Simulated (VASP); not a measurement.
# AlRu in VASP: single point with PBEsol

Aim: the single point of AlRu with PBEsol.

Everything below comes from runs of VASP 6.6.1. Logs are shortened: lines on timing, memory, paths and dates and some standing lists are left out, and cuts for length are marked.

### 1 The cell of the first run

The typed cell holds 4 atoms: a = 2.976 Å, b = 2.975 Å, c = 5.953 Å, α = 90.00°, β = 90.00°, γ = 90.00°.

### 2 Single point, PBEsol

File INCAR:

```
SYSTEM = AlRu
ALGO = Normal
EDIFF = 1E-6
ENCUT = 500
GGA = PS
GGA_COMPAT = .FALSE.
ISIF = 2
ISMEAR = 0
LASPH = .TRUE.
LCHARG = .FALSE.
LREAL = .FALSE.
LWAVE = .FALSE.
NBANDS = 25
NELM = 120
PREC = Accurate
SIGMA = 0.15
```

File KPOINTS:

```
k-points
0
G
  12 12 6
  0 0 0
```

File POSCAR:

```
AlRu
1.0
    2.9759332900      0.0001035924     -0.0000235328
    0.0001550764      2.9751845190      0.0001429610
   -0.0000700064      0.0001498591      5.9525638557
Al Ru
2 2
Direct
    0.0000124264      0.0000018480      0.0000003312
   -0.0000120487     -0.0000049372      0.5000019674
    0.4999893615      0.5000044858      0.2500004103
    0.5000102608      0.4999986032      0.7499972912
```

Potentials or basis: VASP PAW PBE potentials, release 64 (Al, Ru_pv).

Run with:

```bash
$ cat potpaw_PBE.64/Al/POTCAR potpaw_PBE.64/Ru_pv/POTCAR > POTCAR
$ mpirun -np 1 vasp_std > vasp.out
```

OUTCAR:

```text
SYSTEM = AlRu
   EDIFF = 1E-6
   ENCUT = 500
   GGA = PS
   ISIF = 2
   ISMEAR = 0
   LASPH = .TRUE.
   LREAL = .FALSE.
   NELM = 120
   PREC = Accurate

 ion  position               nearest neighbor table
   1  0.000  0.000  0.000-   3 2.58   4 2.58   4 2.58   4 2.58   3 2.58   3 2.58   3 2.58   4 2.58
                             2 2.98   2 2.98
   2  1.000  1.000  0.500-   4 2.58   3 2.58   4 2.58   4 2.58   3 2.58   3 2.58   3 2.58   4 2.58
                             1 2.98   1 2.98
   3  0.500  0.500  0.250-   1 2.58   2 2.58   2 2.58   1 2.58   2 2.58   1 2.58   1 2.58   2 2.58
                             4 2.98   4 2.98
   4  0.500  0.500  0.750-   1 2.58   2 2.58   2 2.58   2 2.58   1 2.58   1 2.58   1 2.58   2 2.58
                             3 2.98   3 2.98

  LATTYP: Found a triclinic cell.
 ALAT       =     2.9751845265
 B/A-ratio  =     2.2367933235
 C/A-ratio  =     1.0002516702
 COS(alpha) =     0.0000212730
 COS(beta)  =     0.0000869330
 COS(gamma) =     0.4471340717

  Lattice vectors:

 A1 = (   0.0001550764,   2.9751845190,   0.0001429610)
 A2 = (   0.0000850700,   2.9753343781,   5.9527068167)
 A3 = (   2.9759332900,   0.0001035924,  -0.0000235328)

Analysis of symmetry for initial positions (statically):
=====================================================================
 Subroutine PRICEL returns:
 Original cell was already a primitive cell.

 Routine SETGRP: Setting up the symmetry group for a
 triclinic supercell.

 Subroutine GETGRP returns: Found  1 space group operations
 (whereof  1 operations were pure point group operations)
 out of a pool of  2 trial point group operations.

The static configuration has the point symmetry C_1 .

Analysis of symmetry for dynamics (positions and initial velocities):
=====================================================================
 Subroutine PRICEL returns:
 Original cell was already a primitive cell.

 Routine SETGRP: Setting up the symmetry group for a
 triclinic supercell.

 Subroutine GETGRP returns: Found  1 space group operations
 (whereof  1 operations were pure point group operations)
 out of a pool of  2 trial point group operations.

The dynamic configuration has the point symmetry C_1 .

 Subroutine INISYM returns: Found  1 space group operations
 (whereof  1 operations are pure point group operations),
 and found     1 'primitive' translations

----------------------------------------------------------------------------------------

                                     Primitive cell

  volume of cell :      52.7037

  direct lattice vectors                    reciprocal lattice vectors
     2.975933290  0.000103592 -0.000023533     0.336029038 -0.000017515  0.000003952
     0.000155076  2.975184519  0.000142961    -0.000011700  0.336113608 -0.000008462
    -0.000070006  0.000149859  5.952563856     0.000001329 -0.000008072  0.167994838

  length of vectors
     2.975933292  2.975184526  5.952563858     0.336029039  0.336113608  0.167994838

  position of ions in fractional coordinates (direct lattice)
     0.000012426  0.000001848  0.000000331
     0.999987951  0.999995063  0.500001967
     0.499989361  0.500004486  0.250000410
     0.500010261  0.499998603  0.749997291

  ion indices of the primitive-cell ions
   primitive index   ion index
                 1           1
                 2           2
                 3           3
                 4           4

----------------------------------------------------------------------------------------

 KPOINTS: k-points

Automatic generation of k-mesh.
 Grid dimensions read from file:
 generate k-points for:   12   12    6

 Generating k-lattice:

  Cartesian coordinates                     Fractional coordinates (reciprocal lattice)
     0.028002420 -0.000001460  0.000000329     0.083333333 -0.000000000 -0.000000000
    -0.000000975  0.028009467 -0.000000705    -0.000000000  0.083333333  0.000000000
     0.000000221 -0.000001345  0.027999140    -0.000000000  0.000000000  0.166666667

  Length of vectors
     0.028002420  0.028009467  0.027999140

  Shift w.r.t. Gamma in fractional coordinates (k-lattice)
     0.000000000  0.000000000  0.000000000

 Subroutine IBZKPT returns following result:
 ===========================================

 Found    436 irreducible k-points:

 Following reciprocal coordinates:
            Coordinates               Weight
  0.000000  0.000000  0.000000      1.000000
  0.083333  0.000000 -0.000000      2.000000
  0.166667 -0.000000 -0.000000      2.000000
  0.250000 -0.000000 -0.000000      2.000000
  0.333333  0.000000 -0.000000      2.000000
  0.416667  0.000000 -0.000000      2.000000
[... 16 lines left out ...]
  0.250000  0.166667 -0.000000      2.000000
  0.333333  0.166667 -0.000000      2.000000
 [... further k-points ...]
   k-points           NKPTS =    436   k-points in BZ     NKDIM =    436   number of bands    NBANDS=     25
   number of dos      NEDOS =    301   number of ions     NIONS =      4
   total plane-waves  NPLWV =  27648
   dimension x,y,z NGX =    24 NGY =   24 NGZ =   48
   dimension x,y,z NGXF=    48 NGYF=   48 NGZF=   96
   ions per type =               2   2
   NGX,Y,Z   is equivalent  to a cutoff of  13.41, 13.41, 13.41 a.u.
   NGXF,Y,Z  is equivalent  to a cutoff of  26.81, 26.82, 26.81 a.u.
 SYSTEM =  AlRu
   PREC   = accura    normal or accurate (medium, high low for compatibility)
   ISTART =      0    job   : 0-new  1-cont  2-samecut
   ICHARG =      2    charge: 1-file 2-atom 10-const
   ISPIN  =      1    spin polarized calculation?
   LNONCOLLINEAR =      F non collinear calculations
   LSORBIT =      F    spin-orbit coupling
   LASPH  =      T    aspherical Exc in radial PAW
   ENCUT  =  500.0 eV  36.75 Ry    6.06 a.u.   5.43  5.42 10.85*2*pi/ulx,y,z
   NELM   =    120;   NELMIN=  2; NELMDL= -5     # of ELM steps
   EDIFF  = 0.1E-05   stopping-criterion for ELM
   LREAL  =      F    real-space projection
   EDIFFG = 0.1E-04   stopping-criterion for IOM
   NSW    =      0    number of steps for IOM
   IBRION =     -1    ionic relax: 0-MD 1-quasi-New 2-CG
   NFREE  =      0    steps in history (QN), initial steepest desc. (CG)
   ISIF   =      2    stress and relaxation
   ISYM   =      2    0-nonsym 1-usesym 2-fastsym
   POTIM  = 0.5000    time-step for ionic-motion
   TEBEG  =    0.0;   TEEND  =   0.0 temperature during run
   PSTRESS=    0.0 pullay stress
   NELECT =      34.0000    total number of electrons
   NUPDOWN=      -1.0000    fix difference up-down
   EMIN   =  10.00;   EMAX   =-10.00  energy-range for DOS
   EFERMI =   0.00;   METHOD = LEGACY
   ISMEAR =     0;   SIGMA  =   0.15  broadening in eV -4-tet -1-fermi 0-gaus
   EFERMI_NEDOS =   21; number of points for ismear=-14 and -15
   IALGO  =     38    algorithm
   IMIX   =      4    mixing-type and parameters
     AMIX     =   0.40;   BMIX     =  1.00
     AMIX_MAG =   1.60;   BMIX_MAG =  1.00
  volume/ion in A,a.u.               =      13.18        88.92
  Fermi-wavevector in a.u.,A,eV,Ry     =   1.414558  2.673127 27.224908  2.000974
  Thomas-Fermi vector in A             =   2.536088
   LORBIT       =      0    0 simple, 1 ext, 2 COOP (PROOUT), +10 PAW based schemes
   GGA     = PS    functional components
   LHFCALC =     F    Hartree Fock is set to
   AEXX    =    0.0000 exact exchange contribution
   IVDW    =     0    specifies the selected vdW correction
   LEPSILON=     F    determine dielectric tensor
   LRPA    =     F    only Hartree local field effects (RPA)
 non-spin polarized calculation
 Gauss-broadening in eV      SIGMA  =   0.15
  energy-cutoff  :      500.00
  volume of cell :       52.70
 maximum number of plane-waves:      1373
 NGX is ok and might be reduce to    24
   NGX = 11   NGY = 11   NGZ = 21

 number of electron      33.9999991 magnetization

 Free energy of the ion-electron system (eV)
  ---------------------------------------------------
  ext. energy  EPLUGINS =         0.00000000
  ---------------------------------------------------
  free energy    TOTEN  =       -31.06905864 eV

  energy without entropy =      -31.03767534  energy(sigma->0) =      -31.05336699

 E-fermi :  10.8148     XC(G=0): -12.7695

 val. band max:       10.8143985054   @ k =  -0.0833   0.0833   0.0000
 cond. band min:      10.8148081659   @ k =   0.0833   0.0833   0.0000
 fundamental gap:      0.0004096605
 Fermi energy:        10.8147563058

 k-point     1 :       0.0000    0.0000    0.0000
  band No.  band energies     occupation
      1     -31.1214      2.00000
      2     -30.8981      2.00000
      3     -30.8980      2.00000
      4     -30.8976      2.00000
      5     -30.8789      2.00000
      6     -30.8786      2.00000
[... 17 lines left out ...]
     24      21.9041      0.00000
     25      21.9109      0.00000

 k-point     2 :       0.0833    0.0000   -0.0000
  band No.  band energies     occupation
      1     -31.1194      2.00000
      2     -30.9132      2.00000
      3     -30.8969      2.00000
      4     -30.8963      2.00000
      5     -30.8934      2.00000
      6     -30.8772      2.00000
[... 17 lines left out ...]
     24      21.1828      0.00000
     25      21.6005      0.00000

 k-point     3 :       0.1667   -0.0000   -0.0000
  band No.  band energies     occupation
      1     -31.1142      2.00000
      2     -30.9545      2.00000
      3     -30.9330      2.00000
      4     -30.8934      2.00000
      5     -30.8929      2.00000
      6     -30.8737      2.00000
[... 17 lines left out ...]
     24      19.7436      0.00000
     25      20.8270      0.00000

 k-point     4 :       0.2500   -0.0000   -0.0000
  band No.  band energies     occupation
      1     -31.1071      2.00000
      2     -31.0106      2.00000
      3     -30.9867      2.00000
      4     -30.8886      2.00000
      5     -30.8881      2.00000
      6     -30.8689      2.00000
[... 17 lines left out ...]
     24      18.9464      0.00000
     25      19.8943      0.00000

 k-point     5 :       0.3333    0.0000   -0.0000
  band No.  band energies     occupation
      1     -31.0999      2.00000
      2     -31.0662      2.00000
      3     -31.0400      2.00000
      4     -30.8838      2.00000
      5     -30.8833      2.00000
      6     -30.8640      2.00000
[... 17 lines left out ...]
     24      20.0560      0.00000
     25      20.0654      0.00000

 k-point     6 :       0.4167    0.0000   -0.0000
  band No.  band energies     occupation
      1     -31.1067      2.00000
      2     -31.0947      2.00000
      3     -31.0787      2.00000
      4     -30.8803      2.00000
      5     -30.8798      2.00000
      6     -30.8604      2.00000
[... 17 lines left out ...]
     24      21.1961      0.00000
     25      21.2054      0.00000
[... 393 lines left out ...]
 k-point    21 :       0.0833    0.1667   -0.0000
  band No.  band energies     occupation
      1     -31.1123      2.00000
      2     -30.9528      2.00000
      3     -30.9314      2.00000
      4     -30.9082      2.00000
      5     -30.8921      2.00000
      6     -30.8885      2.00000
[... 17 lines left out ...]
     24      20.0163      0.00000
     25      21.1311      0.00000

 k-point    22 :       0.1667    0.1667    0.0000
  band No.  band energies     occupation
      1     -31.1073      2.00000
      2     -30.9510      2.00000
      3     -30.9470      2.00000
      4     -30.9289      2.00000
      5     -30.9265      2.00000
      6     -30.8886      2.00000
[... 17 lines left out ...]
     24      19.8234      0.00000
     25      20.5655      0.00000

 k-point    23 :       0.2500    0.1667   -0.0000
  band No.  band energies     occupation
      1     -31.1004      2.00000
      2     -31.0047      2.00000
      3     -30.9812      2.00000
      4     -30.9434      2.00000
      5     -30.9224      2.00000
      6     -30.8838      2.00000
[... 17 lines left out ...]
     24      19.4941      0.00000
     25      19.8415      0.00000

 k-point    24 :       0.3333    0.1667   -0.0000
  band No.  band energies     occupation
      1     -31.0935      2.00000
      2     -31.0597      2.00000
      3     -31.0342      2.00000
      4     -30.9381      2.00000
      5     -30.9172      2.00000
      6     -30.8790      2.00000
[... 17 lines left out ...]
     24      19.8668      0.00000
     25      20.0006      0.00000

 [... further k-points ...]
[... 5 lines left out ...]
  --------------------------------------------------------------------------------------
  -------------------------------------------------------------------------------------
  Total        0.0353117      0.0507185      0.0282388     -0.0038965     -0.0033120      0.0008846
  in kB        1.0734656      1.5418291      0.8584522     -0.1184520     -0.1006841      0.0268908
  external PRESSURE =       1.1579156 kB  Pullay stress =       0.0000000 kB

 VOLUME and BASIS-vectors are now :
 -----------------------------------------------------------------------------
  energy-cutoff  :      500.00
  volume of cell :       52.70
      direct lattice vectors                 reciprocal lattice vectors
     2.975933290  0.000103592 -0.000023533     0.336029038 -0.000017515  0.000003952
     0.000155076  2.975184519  0.000142961    -0.000011700  0.336113608 -0.000008462
    -0.000070006  0.000149859  5.952563856     0.000001329 -0.000008072  0.167994838

 POSITION                                       TOTAL-FORCE (eV/Angst)
 -----------------------------------------------------------------------------------
      0.00004      0.00001      0.00000        -0.000321     -0.000011     -0.000073
      2.97602      2.97535      2.97641         0.000304      0.000162     -0.000152
      1.48800      1.48769      1.48820         0.000329     -0.000165     -0.000053
      1.48802      1.48775      4.46447        -0.000311      0.000015      0.000279
 -----------------------------------------------------------------------------------
    total drift:                               -0.000002     -0.000001      0.000003

  FREE ENERGIE OF THE ION-ELECTRON SYSTEM (eV)
  ---------------------------------------------------
  free  energy   TOTEN  =       -31.0690586420 eV

  energy  without entropy=      -31.0376753395  energy(sigma->0) =      -31.05336699
```

It took 8.1 min on 1 thread of Intel Xeon 8259CL, shared host; peak memory 0.53 GiB.

Results:

* Free energy: -31.0691 eV
* Pressure: 0.1 GPa
* Band gap on the k mesh: zero (bands 17 and 18 overlap by 3.24 eV)

Caveat: the PAW data sets were made with another functional, which shifts forces and pressure a little.
